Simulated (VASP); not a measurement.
Write the native input for VASP 6.6.1 that does the following.

- Task: single point
- Functional: PBE
- Potentials or basis: VASP PAW PBE potentials, release 64 (B, Sb, N)
- Cutoff: 520 eV
- k mesh: 6 × 6 × 4
- Occupations: gaussian, width 0.1 eV
- Spin: no spin polarisation
- Dipole correction: no
- Further INCAR settings: ALGO = Normal; EDIFF = 1e-06; NBANDS = 16

The structure of B2SbN lies in POSCAR:

```
B2SbN
1.0
    3.1694298710      0.0000000000      0.0000000000
   -1.5847149355      2.7448067838      0.0000000000
    0.0000000000      0.0000000000      7.2226364465
B Sb N
2 1 1
Direct
    0.0000000000      0.0000000000      0.6809867555
    0.0000000000      0.0000000000      0.3190132445
    0.0000000000      0.0000000000      0.0000000000
    0.0000000000      0.0000000000      0.5000000000
```

The cell was built from a structure type or drawn by symmetry, and may not be a known phase.

The input as run:

INCAR

```
  ALGO = Normal
  EDIFF = 1E-6
  ENCUT = 520
  GGA = PE
  ISIF = 2
  ISMEAR = 0
  LASPH = T
  LCHARG = F
  LREAL = F
  LWAVE = F
  NBANDS = 16
  NELM = 100
  PREC = Accurate
  SIGMA = 0.1
```

KPOINTS

```
k-points
0
Gamma
  6 6 4
```

Potentials or basis: VASP PAW PBE potentials, release 64 (B, Sb, N).

Run with:

```console
$ cat potpaw_PBE.64/B/POTCAR potpaw_PBE.64/Sb/POTCAR potpaw_PBE.64/N/POTCAR > POTCAR
$ mpirun -np 1 vasp_std > vasp.out
```

It gave:

| Quantity | Value |
| --- | --- |
| Pressure | 0.1 GPa |
| Largest force | 0.050 eV/Å |
| Band gap on the k mesh | zero (bands 8 and 9 overlap by 4.73 eV) |

Caveat: the k points lie up to 0.38 Å⁻¹ apart, too coarse for converged energies and pressures of a metal; spin-orbit coupling is left out, which moves the levels of the heavy elements.

Wall time 12 s on 1 thread of Intel(R) Xeon(R) 6975P-C (Granite Rapids), with other jobs on the host, peak memory 0.18 GiB.
